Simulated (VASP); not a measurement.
# WS2 (R3m) in VASP: a series of runs, part 2 of 4

VASP 6.6.1.

**3. Electric field gradients, PBEsol (17.39 Å³/atom)**

The input, INCAR:

```
ALGO = Normal
EDIFF = 1E-8
ENCUT = 520
GGA = PS
ISIF = 2
ISMEAR = -1
LASPH = T
LCHARG = F
LEFG = T
LREAL = F
LWAVE = F
NBANDS = 20
NELM = 80
PREC = Accurate
SIGMA = 0.03
```

The input, KPOINTS:

```
k-points
0
Gamma
  15 15 15
```

The input, POSCAR:

```
WS2
1.0
    1.5684027470      0.9055177481      6.1219641228
   -1.5684027470      0.9055177481      6.1219641228
    0.0000000000     -1.8110354963      6.1219641228
W S
1 2
Direct
    0.0000000000      0.0000000000      0.0000000000
    0.7503000000      0.7503000000      0.7503000000
    0.5810000000      0.5810000000      0.5810000000
```

Potentials or basis: VASP PAW PBE potentials, release 64 (W_sv, S).

Command:

```console
cat potpaw_PBE.64/W_sv/POTCAR potpaw_PBE.64/S/POTCAR > POTCAR
mpirun -np 1 vasp_std > vasp.out
```

OUTCAR:

```text
EDIFF = 1E-8
   ENCUT = 520
   GGA = PS
   ISIF = 2
   ISMEAR = -1
   LASPH = T
   LREAL = F
   NELM = 80
   PREC = Accurate

 ion  position               nearest neighbor table
   1  0.000  0.000  0.000-   2 2.37   2 2.37   2 2.37   3 2.40   3 2.40   3 2.40
   2  0.750  0.750  0.750-   1 2.37   1 2.37   1 2.37
   3  0.581  0.581  0.581-   1 2.40   1 2.40   1 2.40

  LATTYP: Found a trigonal (rhomboedric) cell.
 ALAT       =     6.3842222933
 COS(alpha) =     0.8792939096

  Lattice vectors:

 A1 = (   1.5684027470,   0.9055177481,   6.1219641228)
[... 771 lines left out ...]

 Electric field gradients (V/A^2)
---------------------------------------------------------------------
 ion       V_xx      V_yy      V_zz      V_xy      V_xz      V_yz
---------------------------------------------------------------------
   1      79.217    79.217  -158.434    -0.000     0.000     0.000
   2      25.208    25.208   -50.416     0.000     0.000     0.000
   3      21.346    21.346   -42.692    -0.000    -0.000     0.000
---------------------------------------------------------------------

 Electric field gradients after diagonalization (V/A^2)
 (convention: |V_zz| > |V_xx| > |V_yy|)
----------------------------------------------------------------------
 ion       V_xx      V_yy      V_zz     asymmetry (V_yy - V_xx)/ V_zz
----------------------------------------------------------------------
   1      79.217    79.217  -158.434       0.000
   2      25.208    25.208   -50.416       0.000
   3      21.346    21.346   -42.692       0.000
----------------------------------------------------------------------

           NMR quadrupolar parameters

 Cq : quadrupolar parameter    Cq=e*Q*V_zz/h
 eta: asymmetry parameters     (V_yy - V_xx)/ V_zz
 Q  : nuclear electric quadrupole moment in mb (millibarn)
----------------------------------------------------------------------
 ion       Cq(MHz)       eta       Q (mb)
----------------------------------------------------------------------
   1      -0.383       0.000       1.000
   2      -0.122       0.000       1.000
   3      -0.103       0.000       1.000
----------------------------------------------------------------------
```

stdout:

```text
POSCAR found type information on POSCAR W S
 POSCAR found :  2 types and       3 ions
 scaLAPACK will be used
 -----------------------------------------------------------------------------
|                                                                             |
|                                                                             |
|     You enforced a specific xc type in the INCAR file but a different       |
|     I HOPE YOU KNOW WHAT YOU ARE DOING!                                     |
|                                                                             |
 -----------------------------------------------------------------------------

 LDA part: xc-table for (Slater+PW92), standard interpolation
 POSCAR, INCAR and KPOINTS ok, starting setup
 FFT: planning ... GRIDC
 FFT: planning ... GRID_SOFT
 FFT: planning ... GRID
 WAVECAR not read
 entering main loop
ion   1

ion   2

ion   3
```

Wall time 13 min (1 thread of Intel Xeon Platinum 8488C (Sapphire Rapids), shared host); peak memory 0.55 GiB.

Results:

- Free energy: -25.2547 eV
- Pressure: 3.0 GPa
- Largest force: 0.637 eV/Å
- Band gap on the k mesh: 1.02 eV (least direct gap 1.94 eV)
- Largest electric field gradient by atom: W -158.4; S -50.4, -42.7 V/Å²

Forces in eV/Å, atoms in the order of the input:
```
W    0.000  0.000 -0.630
S    0.000  0.000  0.637
S    0.000  0.000 -0.006
```

Stress tensor (GPa, compression positive):
```
2.56 0.00 0.00
0.00 2.56 0.00
0.00 0.00 3.97
```

Electric field gradients, principal values (V/Å²):
```tsv
atom	least	middle	greatest (by size)
1 W	79.217	79.217	-158.434
2 S	25.208	25.208	-50.416
3 S	21.346	21.346	-42.692
```

Caveat: the cell stands under pressure; without QUAD_EFG the Cq values of the log hold for a quadrupole moment of 1 mb, not for the nuclei; the PAW data sets were made with another functional, which shifts forces and pressure a little; spin-orbit coupling is left out, which moves the levels of the heavy elements; an odd mesh through Γ misses points on the zone boundary, where band edges can lie.

**4. Electric field gradients, PBEsol (17.57 Å³/atom)**

This run uses another cell than the first one, of 17.57 Å³/atom.

The input, INCAR:

```
SYSTEM = WS2
  PREC = Accurate
  ENCUT = 520
  EDIFF = 1E-8
  ISMEAR = -1
  SIGMA = 0.03
  LREAL = .FALSE.
  LASPH = .TRUE.
  NELM = 100
  ALGO = Normal
  ISIF = 2
  LWAVE = .FALSE.
  LCHARG = .FALSE.
  GGA = PS
  LEFG = .TRUE.
  NBANDS = 20
```

The input, KPOINTS:

```
Automatic mesh
0
G
  15 15 15
  0 0 0
```

The input, POSCAR:

```
WS2
1.0
    1.5737194071      0.9085873233      6.1427167022
   -1.5737194071      0.9085873233      6.1427167022
    0.0000000000     -1.8171746466      6.1427167022
W S
1 2
Direct
    0.0000000000      0.0000000000      0.0000000000
    0.7503000000      0.7503000000      0.7503000000
    0.5810000000      0.5810000000      0.5810000000
```

Potentials or basis: VASP PAW PBE potentials, release 64 (W_sv, S).

Command:

```console
cat potpaw_PBE.64/W_sv/POTCAR potpaw_PBE.64/S/POTCAR > POTCAR
mpirun -np 1 vasp_std > vasp.out
```

OUTCAR:

```text
SYSTEM = WS2
   PREC = Accurate
   ENCUT = 520
   EDIFF = 1E-8
   ISMEAR = -1
   LREAL = .FALSE.
   LASPH = .TRUE.
   NELM = 100
   ISIF = 2
   GGA = PS

 ion  position               nearest neighbor table
   1  0.000  0.000  0.000-   2 2.38   2 2.38   2 2.38   3 2.41   3 2.41   3 2.41
   2  0.750  0.750  0.750-   1 2.38   1 2.38   1 2.38
   3  0.581  0.581  0.581-   1 2.41   1 2.41   1 2.41

  LATTYP: Found a trigonal (rhomboedric) cell.
 ALAT       =     6.4058638902
 COS(alpha) =     0.8792939096

  Lattice vectors:

 A1 = (   1.5737194071,   0.9085873233,   6.1427167022)
 A2 = (  -1.5737194071,   0.9085873233,   6.1427167022)
 A3 = (   0.0000000000,  -1.8171746466,   6.1427167022)

Analysis of symmetry for initial positions (statically):
=====================================================================
 Subroutine PRICEL returns:
 Original cell was already a primitive cell.

[... 748 lines left out ...]
     0.000000000 -1.817174647  6.142716702     0.000000000 -0.366869892  0.054264807

 POSITION                                       TOTAL-FORCE (eV/Angst)
 -----------------------------------------------------------------------------------
      0.00000      0.00000      0.00000         0.000000     -0.000000     -0.615796
      0.00000      0.00000     13.82664         0.000000      0.000000      0.440841
      0.00000      0.00000     10.70676         0.000000      0.000000      0.174954
 -----------------------------------------------------------------------------------
    total drift:                                0.000000      0.000000      0.000002

  FREE ENERGIE OF THE ION-ELECTRON SYSTEM (eV)
  ---------------------------------------------------
  free  energy   TOTEN  =       -25.2619366720 eV

  energy  without entropy=      -25.2619366717  energy(sigma->0) =      -25.26193667

 Electric field gradients (V/A^2)
---------------------------------------------------------------------
 ion       V_xx      V_yy      V_zz      V_xy      V_xz      V_yz
---------------------------------------------------------------------
   1      78.155    78.155  -156.310     0.000    -0.000    -0.000
   2      24.827    24.827   -49.654     0.000     0.000    -0.000
   3      20.982    20.982   -41.964    -0.000    -0.000     0.000
---------------------------------------------------------------------

 Electric field gradients after diagonalization (V/A^2)
 (convention: |V_zz| > |V_xx| > |V_yy|)
----------------------------------------------------------------------
 ion       V_xx      V_yy      V_zz     asymmetry (V_yy - V_xx)/ V_zz
----------------------------------------------------------------------
   1      78.155    78.155  -156.310       0.000
   2      24.827    24.827   -49.654       0.000
   3      20.982    20.982   -41.964       0.000
----------------------------------------------------------------------

           NMR quadrupolar parameters

 Cq : quadrupolar parameter    Cq=e*Q*V_zz/h
 eta: asymmetry parameters     (V_yy - V_xx)/ V_zz
 Q  : nuclear electric quadrupole moment in mb (millibarn)
----------------------------------------------------------------------
 ion       Cq(MHz)       eta       Q (mb)
----------------------------------------------------------------------
   1      -0.378       0.000       1.000
   2      -0.120       0.000       1.000
   3      -0.101       0.000       1.000
----------------------------------------------------------------------
```

OSZICAR:

```text
N       E                     dE             d eps       ncg     rms          rms(c)
DAV:   1     0.197705145072E+03    0.19771E+03   -0.13041E+04 13760   0.130E+03
DAV:   2    -0.160653110656E+02   -0.21377E+03   -0.20672E+03 16096   0.344E+02
DAV:   3    -0.263864897174E+02   -0.10321E+02   -0.10209E+02 17328   0.708E+01
DAV:   4    -0.265334765654E+02   -0.14699E+00   -0.14687E+00 16596   0.908E+00
DAV:   5    -0.265359166455E+02   -0.24401E-02   -0.24400E-02 17140   0.124E+00    0.283E+01
DAV:   6    -0.254465500625E+02    0.10894E+01   -0.52346E+00 15336   0.159E+01    0.115E+01
DAV:   7    -0.253140978606E+02    0.13245E+00   -0.12339E+00 14436   0.625E+00    0.544E+00
DAV:   8    -0.252637511908E+02    0.50347E-01   -0.25501E-01 15892   0.337E+00    0.126E+00
DAV:   9    -0.252623136089E+02    0.14376E-02   -0.11815E-02 17448   0.738E-01    0.555E-01
DAV:  10    -0.252619641466E+02    0.34946E-03   -0.43710E-03 16080   0.464E-01    0.622E-02
DAV:  11    -0.252619282994E+02    0.35847E-04   -0.52794E-04 15520   0.154E-01    0.585E-02
DAV:  12    -0.252619326790E+02   -0.43796E-05   -0.53456E-05 15992   0.573E-02    0.116E-02
DAV:  13    -0.252619364616E+02   -0.37826E-05   -0.66668E-06 15848   0.188E-02    0.691E-03
DAV:  14    -0.252619365825E+02   -0.12092E-06   -0.10182E-06 16412   0.594E-03    0.165E-03
DAV:  15    -0.252619366594E+02   -0.76903E-07   -0.17743E-07 16152   0.283E-03    0.157E-03
DAV:  16    -0.252619366701E+02   -0.10709E-07   -0.11380E-08 12840   0.718E-04    0.453E-04
DAV:  17    -0.252619366720E+02   -0.18363E-08   -0.14189E-09  9216   0.314E-04
   1 F= -.25261937E+02 E0= -.25261937E+02  d E =-.225673E-09
```

stdout:

```text
POSCAR found type information on POSCAR W S
 POSCAR found :  2 types and       3 ions
 scaLAPACK will be used
 -----------------------------------------------------------------------------
|                                                                             |
|                                                                             |
|     You enforced a specific xc type in the INCAR file but a different       |
|     I HOPE YOU KNOW WHAT YOU ARE DOING!                                     |
|                                                                             |
 -----------------------------------------------------------------------------

 LDA part: xc-table for (Slater+PW92), standard interpolation
 POSCAR, INCAR and KPOINTS ok, starting setup
 FFT: planning ... GRIDC
 FFT: planning ... GRID_SOFT
 FFT: planning ... GRID
 WAVECAR not read
 entering main loop
ion   1

ion   2

ion   3
```

Run time: 20 min. Hardware: 1 thread of AMD EPYC 7R13 (Zen 3), shared host; peak memory 0.53 GiB.

What came out:

```
Free energy                             : -25.2619 eV
Pressure                                : 1.2 GPa
Largest force                           : 0.616 eV/Å
Band gap on the k mesh                  : 1.03 eV (least direct gap 1.92 eV)
Largest electric field gradient by atom : W -156.3; S -49.7, -42.0 V/Å²
```

Forces in eV/Å, atoms in the order of the input:
```
W    0.000  0.000 -0.616
S    0.000  0.000  0.441
S    0.000  0.000  0.175
```

Stress tensor (GPa, compression positive):
```
0.80 0.00 0.00
0.00 0.80 0.00
0.00 0.00 2.04
```

Electric field gradients, principal values (V/Å²):
```
atom   least  middle  greatest (by size)
 1 W  78.155  78.155            -156.310
 2 S  24.827  24.827             -49.654
 3 S  20.982  20.982             -41.964
```

Caveat: without QUAD_EFG the Cq values of the log hold for a quadrupole moment of 1 mb, not for the nuclei; the PAW data sets were made with another functional, which shifts forces and pressure a little; spin-orbit coupling is left out, which moves the levels of the heavy elements; an odd mesh through Γ misses points on the zone boundary, where band edges can lie.

[end of part 2 of 4]
